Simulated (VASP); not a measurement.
# In3GaAs4 (P-43m) in VASP: further runs

In3GaAs4 is run at these levels: PBE; tasks: single point.

Everything below comes from runs of VASP 6.6.1. Logs are shortened: lines on timing, memory, paths and dates and some standing lists are left out, and cuts for length are marked.

**1. The cell of the first run**

Symmetry: P-43m, No. 215, cubic system. Conventional cell: a = 6.077 Å, b = 6.077 Å, c = 6.077 Å, α = 90.00°, β = 90.00°, γ = 90.00°. Within 3.5 Å of In (site symmetry -42m) lie 4 As at 2.67 Å. Ga (site symmetry -43m) has 4 As at 2.53 Å within 3.3 Å. As (site symmetry 3m) has 1 Ga at 2.53 Å and 3 In at 2.67 Å within 3.3 Å.

**2. Single point, PBE**

File INCAR:

```
PREC = Accurate ; ENCUT = 520
EDIFF = 1E-7 ; ISMEAR = 0
SIGMA = 0.1 ; LREAL = F
LASPH = T ; NELM = 80
ALGO = Normal ; ISIF = 2
LWAVE = F ; LCHARG = F
GGA = PE ; NBANDS = 46
```

File KPOINTS:

```
Automatic mesh
0
Gamma
  4 4 4
```

File POSCAR:

```
In3GaAs4
1.0
    6.0773631000      0.0000000000      0.0000000000
    0.0000000000      6.0773631000      0.0000000000
    0.0000000000      0.0000000000      6.0773631000
In Ga As
3 1 4
Direct
    0.5000000000      0.0000000000      0.0000000000
    0.0000000000      0.0000000000      0.5000000000
    0.0000000000      0.5000000000      0.0000000000
    0.5000000000      0.5000000000      0.5000000000
    0.2600610000      0.7399390000      0.2600610000
    0.2600610000      0.2600610000      0.7399390000
    0.7399390000      0.7399390000      0.7399390000
    0.7399390000      0.2600610000      0.2600610000
```

Potentials or basis: VASP PAW PBE potentials, release 64 (In_d, Ga_d, As).

Command:

```sh
$ cat potpaw_PBE.64/In_d/POTCAR potpaw_PBE.64/Ga_d/POTCAR potpaw_PBE.64/As/POTCAR > POTCAR
$ mpirun -np 1 vasp_std > vasp.out
```

OUTCAR:

```text
PREC = Accurate
   ENCUT = 520
   EDIFF = 1E-7
   ISMEAR = 0
   LREAL = F
   LASPH = T
   NELM = 80
   ISIF = 2
   GGA = PE

 ion  position               nearest neighbor table
   1  0.500  0.000  0.000-   5 2.67   6 2.67   7 2.67   8 2.67
   2  0.000  0.000  0.500-   5 2.67   6 2.67   7 2.67   8 2.67
   3  0.000  0.500  0.000-   5 2.67   6 2.67   7 2.67   8 2.67
   4  0.500  0.500  0.500-   5 2.53   6 2.53   7 2.53   8 2.53
   5  0.260  0.740  0.260-   4 2.53   2 2.67   3 2.67   1 2.67
   6  0.260  0.260  0.740-   4 2.53   2 2.67   3 2.67   1 2.67
   7  0.740  0.740  0.740-   4 2.53   2 2.67   3 2.67   1 2.67
   8  0.740  0.260  0.260-   4 2.53   2 2.67   3 2.67   1 2.67

  LATTYP: Found a simple cubic cell.
 ALAT       =     6.0773631000

  Lattice vectors:

 A1 = (   6.0773631000,   0.0000000000,   0.0000000000)
 A2 = (   0.0000000000,   6.0773631000,   0.0000000000)
 A3 = (   0.0000000000,   0.0000000000,   6.0773631000)

Analysis of symmetry for initial positions (statically):
=====================================================================
 Subroutine PRICEL returns:
 Original cell was already a primitive cell.

 Routine SETGRP: Setting up the symmetry group for a
 simple cubic supercell.

 Subroutine GETGRP returns: Found 24 space group operations
 (whereof 24 operations were pure point group operations)
 out of a pool of 48 trial point group operations.

The static configuration has the point symmetry T_d .

Analysis of symmetry for dynamics (positions and initial velocities):
=====================================================================
 Subroutine PRICEL returns:
 Original cell was already a primitive cell.

 Routine SETGRP: Setting up the symmetry group for a
 simple cubic supercell.

 Subroutine GETGRP returns: Found 24 space group operations
 (whereof 24 operations were pure point group operations)
 out of a pool of 48 trial point group operations.

The dynamic configuration has the point symmetry T_d .

 Subroutine INISYM returns: Found 24 space group operations
 (whereof 24 operations are pure point group operations),
 and found     1 'primitive' translations

----------------------------------------------------------------------------------------

                                     Primitive cell

  volume of cell :     224.4634

  direct lattice vectors                    reciprocal lattice vectors
     6.077363100  0.000000000  0.000000000     0.164545048  0.000000000  0.000000000
     0.000000000  6.077363100  0.000000000     0.000000000  0.164545048  0.000000000
     0.000000000  0.000000000  6.077363100     0.000000000  0.000000000  0.164545048

  length of vectors
     6.077363100  6.077363100  6.077363100     0.164545048  0.164545048  0.164545048

  position of ions in fractional coordinates (direct lattice)
     0.500000000  0.000000000  0.000000000
     0.000000000  0.000000000  0.500000000
     0.000000000  0.500000000  0.000000000
     0.500000000  0.500000000  0.500000000
     0.260061000  0.739939000  0.260061000
     0.260061000  0.260061000  0.739939000
     0.739939000  0.739939000  0.739939000
     0.739939000  0.260061000  0.260061000

  ion indices of the primitive-cell ions
   primitive index   ion index
                 1           1
                 2           2
                 3           3
                 4           4
                 5           5
                 6           6
                 7           7
                 8           8

----------------------------------------------------------------------------------------

 KPOINTS: Automatic mesh

Automatic generation of k-mesh.
 Grid dimensions read from file:
 generate k-points for:    4    4    4

 Generating k-lattice:

  Cartesian coordinates                     Fractional coordinates (reciprocal lattice)
     0.041136262  0.000000000  0.000000000     0.250000000  0.000000000  0.000000000
     0.000000000  0.041136262  0.000000000     0.000000000  0.250000000  0.000000000
     0.000000000  0.000000000  0.041136262     0.000000000  0.000000000  0.250000000

  Length of vectors
     0.041136262  0.041136262  0.041136262

  Shift w.r.t. Gamma in fractional coordinates (k-lattice)
     0.000000000  0.000000000  0.000000000

 Subroutine IBZKPT returns following result:
 ===========================================

 Found     10 irreducible k-points:

 Following reciprocal coordinates:
            Coordinates               Weight
  0.000000  0.000000  0.000000      1.000000
  0.250000  0.000000  0.000000      6.000000
  0.500000  0.000000  0.000000      3.000000
  0.250000  0.250000  0.000000     12.000000
  0.500000  0.250000  0.000000     12.000000
  0.500000  0.500000  0.000000      3.000000
  0.250000  0.250000  0.250000      8.000000
  0.500000  0.250000  0.250000     12.000000
  0.500000  0.500000  0.250000      6.000000
  0.500000  0.500000  0.500000      1.000000
   k-points           NKPTS =     10   k-points in BZ     NKDIM =     10   number of bands    NBANDS=     46
   number of dos      NEDOS =    301   number of ions     NIONS =      8
   total plane-waves  NPLWV = 110592
   dimension x,y,z NGX =    48 NGY =   48 NGZ =   48
   dimension x,y,z NGXF=    96 NGYF=   96 NGZF=   96
   ions per type =               3   1   4
   NGX,Y,Z   is equivalent  to a cutoff of  13.13, 13.13, 13.13 a.u.
   NGXF,Y,Z  is equivalent  to a cutoff of  26.26, 26.26, 26.26 a.u.
 SYSTEM =  unknown system
   PREC   = accura    normal or accurate (medium, high low for compatibility)
   ISTART =      0    job   : 0-new  1-cont  2-samecut
   ICHARG =      2    charge: 1-file 2-atom 10-const
   ISPIN  =      1    spin polarized calculation?
   LNONCOLLINEAR =      F non collinear calculations
   LSORBIT =      F    spin-orbit coupling
   LASPH  =      T    aspherical Exc in radial PAW
   ENCUT  =  520.0 eV  38.22 Ry    6.18 a.u.  11.30 11.30 11.30*2*pi/ulx,y,z
   NELM   =     80;   NELMIN=  2; NELMDL= -5     # of ELM steps
   EDIFF  = 0.1E-06   stopping-criterion for ELM
   LREAL  =      F    real-space projection
   EDIFFG = 0.1E-05   stopping-criterion for IOM
   NSW    =      0    number of steps for IOM
   IBRION =     -1    ionic relax: 0-MD 1-quasi-New 2-CG
   NFREE  =      0    steps in history (QN), initial steepest desc. (CG)
   ISIF   =      2    stress and relaxation
   ISYM   =      2    0-nonsym 1-usesym 2-fastsym
   POTIM  = 0.5000    time-step for ionic-motion
   TEBEG  =    0.0;   TEEND  =   0.0 temperature during run
   PSTRESS=    0.0 pullay stress
   NELECT =      72.0000    total number of electrons
   NUPDOWN=      -1.0000    fix difference up-down
   EMIN   =  10.00;   EMAX   =-10.00  energy-range for DOS
   EFERMI =   0.00;   METHOD = LEGACY
   ISMEAR =     0;   SIGMA  =   0.10  broadening in eV -4-tet -1-fermi 0-gaus
   EFERMI_NEDOS =   21; number of points for ismear=-14 and -15
   IALGO  =     38    algorithm
   IMIX   =      4    mixing-type and parameters
     AMIX     =   0.40;   BMIX     =  1.00
     AMIX_MAG =   1.60;   BMIX_MAG =  1.00
  volume/ion in A,a.u.               =      28.06       189.34
  Fermi-wavevector in a.u.,A,eV,Ry     =   1.120651  2.117724 17.087002  1.255859
  Thomas-Fermi vector in A             =   2.257299
   LORBIT       =      0    0 simple, 1 ext, 2 COOP (PROOUT), +10 PAW based schemes
   GGA     = PE    functional components
   LHFCALC =     F    Hartree Fock is set to
   AEXX    =    0.0000 exact exchange contribution
   IVDW    =     0    specifies the selected vdW correction
   LEPSILON=     F    determine dielectric tensor
   LRPA    =     F    only Hartree local field effects (RPA)
 non-spin polarized calculation
 Gauss-broadening in eV      SIGMA  =   0.10
  energy-cutoff  :      520.00
  volume of cell :      224.46
 maximum number of plane-waves:      6088
 NGX is ok and might be reduce to    48
   NGX = 23   NGY = 23   NGZ = 23

 number of electron      72.0000038 magnetization

 Free energy of the ion-electron system (eV)
  ---------------------------------------------------
  ext. energy  EPLUGINS =         0.00000000
  ---------------------------------------------------
  free energy    TOTEN  =       -31.31353578 eV

  energy without entropy =      -31.31109433  energy(sigma->0) =      -31.31231505

 E-fermi :   3.8152     XC(G=0):  -8.9358

 val. band max:        3.7844277689   @ k =   0.0000   0.0000   0.0000
 cond. band min:       4.2558580425   @ k =   0.5000   0.5000   0.5000
 fundamental gap:      0.4714302736
 Fermi energy:         3.8151697985

 k-point     1 :       0.0000    0.0000    0.0000
  band No.  band energies     occupation
      1     -10.9541      2.00000
      2     -10.9541      2.00000
      3     -10.9541      2.00000
      4     -10.8876      2.00000
      5     -10.8876      2.00000
      6     -10.5839      2.00000
[... 38 lines left out ...]
     45       7.6525      0.00000
     46       7.6525      0.00000

 k-point     2 :       0.2500    0.0000    0.0000
  band No.  band energies     occupation
      1     -10.9529      2.00000
      2     -10.9529      2.00000
      3     -10.9529      2.00000
      4     -10.8874      2.00000
      5     -10.8873      2.00000
      6     -10.5773      2.00000
[... 38 lines left out ...]
     45       8.3960      0.00000
     46       8.3960      0.00000

 k-point     3 :       0.5000    0.0000    0.0000
  band No.  band energies     occupation
      1     -10.9517      2.00000
      2     -10.9517      2.00000
      3     -10.9517      2.00000
      4     -10.8873      2.00000
      5     -10.8870      2.00000
      6     -10.5693      2.00000
[... 332 lines left out ...]
     45       8.6020      0.00000
     46       8.7303      0.00000

 k-point    10 :       0.5000    0.5000    0.5000
  band No.  band energies     occupation
      1     -10.9514      2.00000
      2     -10.9514      2.00000
      3     -10.9514      2.00000
      4     -10.8872      2.00000
      5     -10.8872      2.00000
      6     -10.5941      2.00000
[... 38 lines left out ...]
     45       8.3267      0.00000
     46       8.6467      0.00000

------------------------ aborting loop because EDIFF is reached ----------------------------------------

  FORCE on cell =-STRESS in cart. coord.  units (eV):
  Direction    XX          YY          ZZ          XY          YZ          ZX
  --------------------------------------------------------------------------------------
  -------------------------------------------------------------------------------------
  Total        0.1424444      0.1424444      0.1424444      0.0000000     -0.0000000     -0.0000000
  in kB        1.0167410      1.0167410      1.0167410      0.0000000     -0.0000000     -0.0000000
  external PRESSURE =       1.0167410 kB  Pullay stress =       0.0000000 kB

 VOLUME and BASIS-vectors are now :
 -----------------------------------------------------------------------------
  energy-cutoff  :      520.00
  volume of cell :      224.46
      direct lattice vectors                 reciprocal lattice vectors
     6.077363100  0.000000000  0.000000000     0.164545048  0.000000000  0.000000000
     0.000000000  6.077363100  0.000000000     0.000000000  0.164545048  0.000000000
     0.000000000  0.000000000  6.077363100     0.000000000  0.000000000  0.164545048

 POSITION                                       TOTAL-FORCE (eV/Angst)
 -----------------------------------------------------------------------------------
      3.03868      0.00000      0.00000         0.000000     -0.000000      0.000000
      0.00000      0.00000      3.03868         0.000000     -0.000000      0.000000
      0.00000      3.03868      0.00000         0.000000     -0.000000      0.000000
      3.03868      3.03868      3.03868         0.000000     -0.000000      0.000000
      1.58049      4.49688      1.58049        -0.002991      0.002991     -0.002991
      1.58049      1.58049      4.49688        -0.002991     -0.002991      0.002991
      4.49688      4.49688      4.49688         0.002991      0.002991      0.002991
      4.49688      1.58049      1.58049         0.002991     -0.002991     -0.002991
 -----------------------------------------------------------------------------------
    total drift:                                0.000000      0.000000      0.000000

  FREE ENERGIE OF THE ION-ELECTRON SYSTEM (eV)
  ---------------------------------------------------
  free  energy   TOTEN  =       -31.3135357757 eV

  energy  without entropy=      -31.3110943332  energy(sigma->0) =      -31.31231505
```

Run time: 48 s. Hardware: 1 thread of Intel Xeon 6975P-C (Granite Rapids), shared host; peak memory 0.37 GiB.

Results:

```
Free energy            : -31.3135 eV
Pressure               : 0.1 GPa
Largest force          : 0.005 eV/Å
Band gap on the k mesh : zero (filled and empty bands touch)
```

Forces on the atoms (eV/Å):
```
In   0.000  0.000  0.000
In   0.000  0.000  0.000
In   0.000  0.000  0.000
Ga   0.000  0.000  0.000
As  -0.003  0.003 -0.003
As  -0.003 -0.003  0.003
As   0.003  0.003  0.003
As   0.003 -0.003 -0.003
```

Levels at points of the mesh, in eV from the Fermi level:
| k point | band 34 | band 35 | band 36 | band 37 | band 38 | band 39 |
| --- | --- | --- | --- | --- | --- | --- |
| (0.00, 0.00, 0.00) | -0.47 | -0.03 | -0.03 | -0.03 | 1.62 | 1.62 |
| (0.50, 0.00, 0.00) | -1.49 | -1.21 | -1.21 | 2.11 | 2.19 | 2.63 |
| (0.50, 0.50, 0.00) | -1.13 | -1.01 | -0.73 | 2.18 | 2.20 | 2.67 |
| (0.50, 0.50, 0.50) | -0.86 | -0.76 | -0.76 | 0.44 | 0.89 | 0.89 |

Caveat: spin-orbit coupling is left out, which moves the levels of the heavy elements.

**3. Single point, PBE**

File INCAR:

```
SYSTEM = In3GaAs4
PREC = Accurate
ENCUT = 520
EDIFF = 1E-6
ISMEAR = 0
SIGMA = 0.2
LREAL = .False.
LASPH = .True.
NELM = 100
ALGO = Normal
ISIF = 2
LWAVE = .False.
LCHARG = .False.
GGA = PE
NBANDS = 46
```

File KPOINTS:

```
Automatic mesh
0
Gamma
  4 4 4
  0 0 0
```

POSCAR is that of step 2.

Potentials or basis: VASP PAW PBE potentials, release 64 (In_d, Ga_d, As).

Command:

```sh
$ cat potpaw_PBE.64/In_d/POTCAR potpaw_PBE.64/Ga_d/POTCAR potpaw_PBE.64/As/POTCAR > POTCAR
$ mpirun -np 1 vasp_std > vasp.out
```

It took 44 s on 1 thread of Intel Xeon 6975P-C (Granite Rapids), shared host; peak memory 0.37 GiB.

The run converged. Its results:

- Free energy: -31.3164 eV
- Pressure: 0.1 GPa
- Largest force: 0.004 eV/Å
- Band gap on the k mesh: zero (filled and empty bands touch)

Forces in eV/Å, atoms in the order of the input:
```
In   0.000  0.000  0.000
In   0.000  0.000  0.000
In   0.000  0.000  0.000
Ga   0.000  0.000  0.000
As  -0.003  0.003 -0.003
As  -0.003 -0.003  0.003
As   0.003  0.003  0.003
As   0.003 -0.003 -0.003
```

Levels at points of the mesh, in eV from the Fermi level:
```tsv
k point	band 34	band 35	band 36	band 37	band 38	band 39
(0.00, 0.00, 0.00)	-0.53	-0.09	-0.09	-0.09	1.56	1.56
(0.50, 0.00, 0.00)	-1.55	-1.27	-1.27	2.05	2.13	2.58
(0.50, 0.50, 0.00)	-1.19	-1.07	-0.79	2.12	2.14	2.61
(0.50, 0.50, 0.50)	-0.92	-0.82	-0.82	0.38	0.83	0.83
```

Caveat: spin-orbit coupling is left out, which moves the levels of the heavy elements.
